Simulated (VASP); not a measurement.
# Ru (P6_3/mmc) in VASP: a series of runs

The runs below take Ru through single point, with PBEsol.

Program: VASP 6.6.1. These are calculated values, not measurements. Logs are shortened: lines on timing, memory, paths and dates and some standing lists are left out, and cuts for length are marked.

**1. The cell of the first run**

Symmetry: P6_3/mmc, No. 194, hexagonal system. Conventional cell: a = 2.661 Å, b = 2.661 Å, c = 4.275 Å, α = 90.00°, β = 90.00°, γ = 120.00°. Within 3.5 Å of Ru (site symmetry -6m2) lie 12 Ru at 2.63 to 2.66 Å.

**2. Single point, PBEsol (volume 13.108 Å^3 an atom, c/a of the conventional cell 1.6066)**

INCAR

```
PREC = Accurate
ENCUT = 520
EDIFF = 1E-7
ISMEAR = 0
SIGMA = 0.15
LREAL = False
LASPH = True
NELM = 80
ALGO = Fast
ISIF = 2
LWAVE = False
LCHARG = True
GGA = PS
LELF = True
LVHAR = True
NBANDS = 21
```

KPOINTS

```
Automatic mesh
0
Gamma
  21 21 12
```

POSCAR

```
Ru
1.0
    2.6609865415      0.0000000000      0.0000000000
   -1.3304932707      2.3044819441      0.0000000000
    0.0000000000      0.0000000000      4.2751409775
Ru
2
Direct
    0.3333333333      0.6666666667      0.2500000000
    0.6666666667      0.3333333333      0.7500000000
```

Potentials or basis: VASP PAW PBE potentials, release 64 (Ru_pv).

Run with:

```console
$ cat potpaw_PBE.64/Ru_pv/POTCAR > POTCAR
$ mpirun -np 1 vasp_std > vasp.out
```

OUTCAR:

```text
PREC = Accurate
   ENCUT = 520
   EDIFF = 1E-7
   ISMEAR = 0
   LREAL = False
   LASPH = True
   NELM = 80
   ISIF = 2
   GGA = PS

 ion  position               nearest neighbor table
   1  0.333  0.667  0.250-   2 2.63   2 2.63   2 2.63   2 2.63   2 2.63   2 2.63
   2  0.667  0.333  0.750-   1 2.63   1 2.63   1 2.63   1 2.63   1 2.63   1 2.63

  LATTYP: Found a hexagonal cell.
 ALAT       =     2.6609865415
 C/A-ratio  =     1.6066000000

  Lattice vectors:

 A1 = (   2.6609865415,   0.0000000000,   0.0000000000)
 A2 = (  -1.3304932707,   2.3044819441,   0.0000000000)
 A3 = (   0.0000000000,   0.0000000000,   4.2751409775)

Analysis of symmetry for initial positions (statically):
=====================================================================
 Subroutine PRICEL returns:
 Original cell was already a primitive cell.

 Routine SETGRP: Setting up the symmetry group for a
 hexagonal supercell.

 Subroutine GETGRP returns: Found 24 space group operations
 (whereof 12 operations were pure point group operations)
 out of a pool of 24 trial point group operations.

The static configuration has the point symmetry D_3d.
 The point group associated with its full space group is D_6h.

Analysis of symmetry for dynamics (positions and initial velocities):
=====================================================================
 Subroutine PRICEL returns:
 Original cell was already a primitive cell.

 Routine SETGRP: Setting up the symmetry group for a
 hexagonal supercell.

 Subroutine GETGRP returns: Found 24 space group operations
 (whereof 12 operations were pure point group operations)
 out of a pool of 24 trial point group operations.

The dynamic configuration has the point symmetry D_3d.
 The point group associated with its full space group is D_6h.

 Subroutine INISYM returns: Found 24 space group operations
 (whereof 12 operations are pure point group operations),
 and found     1 'primitive' translations

----------------------------------------------------------------------------------------

                                     Primitive cell

  volume of cell :      26.2160

  direct lattice vectors                    reciprocal lattice vectors
     2.660986541  0.000000000  0.000000000     0.375800473  0.216968504  0.000000000
    -1.330493271  2.304481944  0.000000000     0.000000000  0.433937008  0.000000000
     0.000000000  0.000000000  4.275140978     0.000000000  0.000000000  0.233910415

  length of vectors
     2.660986541  2.660986542  4.275140978     0.433937008  0.433937008  0.233910415

  position of ions in fractional coordinates (direct lattice)
     0.333333333  0.666666667  0.250000000
     0.666666667  0.333333333  0.750000000

  ion indices of the primitive-cell ions
   primitive index   ion index
                 1           1
                 2           2

----------------------------------------------------------------------------------------

 KPOINTS: Automatic mesh

Automatic generation of k-mesh.
 Grid dimensions read from file:
 generate k-points for:   21   21   12

 Generating k-lattice:

  Cartesian coordinates                     Fractional coordinates (reciprocal lattice)
     0.017895261  0.010331834  0.000000000     0.047619048  0.000000000  0.000000000
     0.000000000  0.020663667  0.000000000     0.000000000  0.047619048  0.000000000
     0.000000000  0.000000000  0.019492535     0.000000000  0.000000000  0.083333333

  Length of vectors
     0.020663667  0.020663667  0.019492535

  Shift w.r.t. Gamma in fractional coordinates (k-lattice)
     0.000000000  0.000000000  0.000000000

 Subroutine IBZKPT returns following result:
 ===========================================

 Found    336 irreducible k-points:

 Following reciprocal coordinates:
            Coordinates               Weight
  0.000000  0.000000  0.000000      1.000000
  0.047619  0.000000  0.000000      6.000000
  0.095238  0.000000  0.000000      6.000000
  0.142857  0.000000  0.000000      6.000000
  0.190476  0.000000  0.000000      6.000000
  0.238095 -0.000000  0.000000      6.000000
[... 16 lines left out ...]
  0.142857  0.095238  0.000000     12.000000
  0.190476  0.095238  0.000000     12.000000
 [... further k-points ...]
   k-points           NKPTS =    336   k-points in BZ     NKDIM =    336   number of bands    NBANDS=     21
   number of dos      NEDOS =    301   number of ions     NIONS =      2
   total plane-waves  NPLWV =  12800
   dimension x,y,z NGX =    20 NGY =   20 NGZ =   32
   dimension x,y,z NGXF=    40 NGYF=   40 NGZF=   64
   ions per type =               2
   NGX,Y,Z   is equivalent  to a cutoff of  12.50, 12.50, 12.44 a.u.
   NGXF,Y,Z  is equivalent  to a cutoff of  24.99, 24.99, 24.89 a.u.
 SYSTEM =  unknown system
   PREC   = accura    normal or accurate (medium, high low for compatibility)
   ISTART =      0    job   : 0-new  1-cont  2-samecut
   ICHARG =      2    charge: 1-file 2-atom 10-const
   ISPIN  =      1    spin polarized calculation?
   LNONCOLLINEAR =      F non collinear calculations
   LSORBIT =      F    spin-orbit coupling
   LASPH  =      T    aspherical Exc in radial PAW
   ENCUT  =  520.0 eV  38.22 Ry    6.18 a.u.   4.95  4.95  7.95*2*pi/ulx,y,z
   NELM   =     80;   NELMIN=  2; NELMDL= -5     # of ELM steps
   EDIFF  = 0.1E-06   stopping-criterion for ELM
   LREAL  =      F    real-space projection
   EDIFFG = 0.1E-05   stopping-criterion for IOM
   NSW    =      0    number of steps for IOM
   IBRION =     -1    ionic relax: 0-MD 1-quasi-New 2-CG
   NFREE  =      0    steps in history (QN), initial steepest desc. (CG)
   ISIF   =      2    stress and relaxation
   ISYM   =      2    0-nonsym 1-usesym 2-fastsym
   POTIM  = 0.5000    time-step for ionic-motion
   TEBEG  =    0.0;   TEEND  =   0.0 temperature during run
   PSTRESS=    0.0 pullay stress
   NELECT =      28.0000    total number of electrons
   NUPDOWN=      -1.0000    fix difference up-down
   EMIN   =  10.00;   EMAX   =-10.00  energy-range for DOS
   EFERMI =   0.00;   METHOD = LEGACY
   ISMEAR =     0;   SIGMA  =   0.15  broadening in eV -4-tet -1-fermi 0-gaus
   EFERMI_NEDOS =   21; number of points for ismear=-14 and -15
   IALGO  =     68    algorithm
   IMIX   =      4    mixing-type and parameters
     AMIX     =   0.40;   BMIX     =  1.00
     AMIX_MAG =   1.60;   BMIX_MAG =  1.00
  volume/ion in A,a.u.               =      13.11        88.46
  Fermi-wavevector in a.u.,A,eV,Ry     =   1.673422  3.162308 38.100936  2.800340
  Thomas-Fermi vector in A             =   2.758396
   LORBIT       =      0    0 simple, 1 ext, 2 COOP (PROOUT), +10 PAW based schemes
   GGA     = PS    functional components
   LHFCALC =     F    Hartree Fock is set to
   AEXX    =    0.0000 exact exchange contribution
   IVDW    =     0    specifies the selected vdW correction
   LEPSILON=     F    determine dielectric tensor
   LRPA    =     F    only Hartree local field effects (RPA)
 non-spin polarized calculation
 RMM-DIIS sequential band-by-band and
 Gauss-broadening in eV      SIGMA  =   0.15
  energy-cutoff  :      520.00
  volume of cell :       26.22
 maximum number of plane-waves:       732
 NGX is ok and might be reduce to    20
   NGX =  9   NGY =  9   NGZ = 15

 number of electron      27.9999996 magnetization

 Free energy of the ion-electron system (eV)
  ---------------------------------------------------
  ext. energy  EPLUGINS =         0.00000000
  ---------------------------------------------------
  free energy    TOTEN  =       -20.33446568 eV

  energy without entropy =      -20.31606811  energy(sigma->0) =      -20.32526690

 E-fermi :  13.3642     XC(G=0): -14.5001

 val. band max:       13.3622624961   @ k =   0.3810   0.0476   0.3333
 cond. band min:      13.3689643911   @ k =   0.2381   0.0476   0.2500
 fundamental gap:      0.0067018950
 Fermi energy:        13.3642361304

 k-point     1 :       0.0000    0.0000    0.0000
  band No.  band energies     occupation
      1     -30.3655      2.00000
      2     -29.3127      2.00000
      3     -29.3127      2.00000
      4     -29.1367      2.00000
      5     -29.1367      2.00000
      6     -29.1156      2.00000
[... 13 lines left out ...]
     20      23.5934      0.00000
     21      23.8978      0.00000

 k-point     2 :       0.0476    0.0000    0.0000
  band No.  band energies     occupation
      1     -30.3567      2.00000
      2     -29.3325      2.00000
      3     -29.3192      2.00000
      4     -29.1574      2.00000
      5     -29.1395      2.00000
      6     -29.1192      2.00000
[... 13 lines left out ...]
     20      23.5934      0.00000
     21      23.8856      0.00000

 k-point     3 :       0.0952    0.0000    0.0000
  band No.  band energies     occupation
      1     -30.3309      2.00000
      2     -29.3904      2.00000
      3     -29.3379      2.00000
      4     -29.2171      2.00000
      5     -29.1480      2.00000
      6     -29.1302      2.00000
[... 13 lines left out ...]
     20      23.5933      0.00000
     21      23.8475      0.00000

 k-point     4 :       0.1429    0.0000    0.0000
  band No.  band energies     occupation
      1     -30.2892      2.00000
      2     -29.4810      2.00000
      3     -29.3666      2.00000
      4     -29.3094      2.00000
      5     -29.1617      2.00000
      6     -29.1487      2.00000
[... 13 lines left out ...]
     20      23.5933      0.00000
     21      23.7839      0.00000

 k-point     5 :       0.1905    0.0000    0.0000
  band No.  band energies     occupation
      1     -30.2335      2.00000
      2     -29.5963      2.00000
      3     -29.4246      2.00000
      4     -29.4023      2.00000
      5     -29.1798      2.00000
      6     -29.1747      2.00000
[... 13 lines left out ...]
     20      23.5932      0.00000
     21      23.7109      0.00000

 k-point     6 :       0.2381   -0.0000    0.0000
  band No.  band energies     occupation
      1     -30.1665      2.00000
      2     -29.7258      2.00000
      3     -29.5513      2.00000
      4     -29.4414      2.00000
      5     -29.2083      2.00000
      6     -29.2010      2.00000
[... 13 lines left out ...]
     20      23.5930      0.00000
     21      23.6576      0.00000

 k-point     7 :       0.2857    0.0000    0.0000
  band No.  band energies     occupation
      1     -30.0916      2.00000
      2     -29.8580      2.00000
      3     -29.6778      2.00000
      4     -29.4806      2.00000
      5     -29.2489      2.00000
      6     -29.2233      2.00000
[... 13 lines left out ...]
     20      23.5939      0.00000
     21      23.6303      0.00000
[... 291 lines left out ...]
      1     -30.1758      2.00000
      2     -29.9737      2.00000
      3     -29.8432      2.00000
      4     -29.5848      2.00000
      5     -29.4106      2.00000
      6     -29.2932      2.00000
[... 13 lines left out ...]
     20      25.2954      0.00000
     21      26.6576      0.00000

 k-point    21 :       0.4762    0.0476    0.0000
  band No.  band energies     occupation
      1     -30.1949      2.00000
      2     -29.9907      2.00000
      3     -29.8219      2.00000
      4     -29.5909      2.00000
      5     -29.4267      2.00000
      6     -29.2968      2.00000
[... 13 lines left out ...]
     20      25.5682      0.00000
     21      26.4362      0.00000

 k-point    22 :       0.0952    0.0952    0.0000
  band No.  band energies     occupation
      1     -30.2649      2.00000
      2     -29.5146      2.00000
      3     -29.4334      2.00000
      4     -29.3153      2.00000
      5     -29.1822      2.00000
      6     -29.1599      2.00000
[... 13 lines left out ...]
     20      23.5933      0.00000
     21      23.7534      0.00000

 k-point    23 :       0.1429    0.0952    0.0000
  band No.  band energies     occupation
      1     -30.2104      2.00000
      2     -29.6122      2.00000
      3     -29.5259      2.00000
      4     -29.3693      2.00000
      5     -29.2090      2.00000
      6     -29.1860      2.00000
[... 13 lines left out ...]
     20      23.5932      0.00000
     21      23.6974      0.00000

 k-point    24 :       0.1905    0.0952    0.0000
  band No.  band energies     occupation
      1     -30.1447      2.00000
      2     -29.7291      2.00000
      3     -29.6254      2.00000
      4     -29.4270      2.00000
      5     -29.2370      2.00000
      6     -29.2197      2.00000
[... 13 lines left out ...]
     20      23.5930      0.00000
     21      23.6602      0.00000

 [... further k-points ...]

------------------------ aborting loop because EDIFF is reached ----------------------------------------

  FORCE on cell =-STRESS in cart. coord.  units (eV):
  Direction    XX          YY          ZZ          XY          YZ          ZX
  --------------------------------------------------------------------------------------
  -------------------------------------------------------------------------------------
  Total        1.4029794      1.4029794     -0.0252001      0.0000000     -0.0000000      0.0000000
  in kB       85.7423607     85.7423607     -1.5400917      0.0000000     -0.0000000      0.0000000
  external PRESSURE =      56.6482099 kB  Pullay stress =       0.0000000 kB

 VOLUME and BASIS-vectors are now :
 -----------------------------------------------------------------------------
  energy-cutoff  :      520.00
  volume of cell :       26.22
      direct lattice vectors                 reciprocal lattice vectors
     2.660986541  0.000000000  0.000000000     0.375800473  0.216968504  0.000000000
    -1.330493271  2.304481944  0.000000000     0.000000000  0.433937008  0.000000000
     0.000000000  0.000000000  4.275140978     0.000000000  0.000000000  0.233910415

 POSITION                                       TOTAL-FORCE (eV/Angst)
 -----------------------------------------------------------------------------------
     -0.00000      1.53632      1.06879        -0.000000      0.000000      0.000000
      1.33049      0.76816      3.20636         0.000000     -0.000000      0.000000
 -----------------------------------------------------------------------------------
    total drift:                               -0.000000      0.000000     -0.000000

  FREE ENERGIE OF THE ION-ELECTRON SYSTEM (eV)
  ---------------------------------------------------
  free  energy   TOTEN  =       -20.3344656828 eV

  energy  without entropy=      -20.3160681141  energy(sigma->0) =      -20.32526690
```

Run time: 1.7 min. Hardware: 1 thread of Intel Xeon Platinum 8488C (Sapphire Rapids), shared host; peak memory 0.25 GiB.

Results:

- Free energy: -20.3345 eV
- Pressure: 5.7 GPa
- Band gap on the k mesh: zero (band 14 reaches 15.04 eV, above the bottom of band 15 at 11.77 eV)

Levels at points of the mesh, in eV from the Fermi level:
```
           k point  band 11  band 12  band 13  band 14  band 15  band 16  band 17  band 18
(0.00, 0.00, 0.00)    -2.72    -2.06    -2.06    -1.35    -1.35     1.09     1.25     1.25
(0.00, 0.00, 0.50)    -2.88    -2.88    -2.88    -2.88     0.57     0.57     0.57     0.57
```

Caveat: the PAW data sets were made with another functional, which shifts forces and pressure a little.

[end of part 1 of 2]
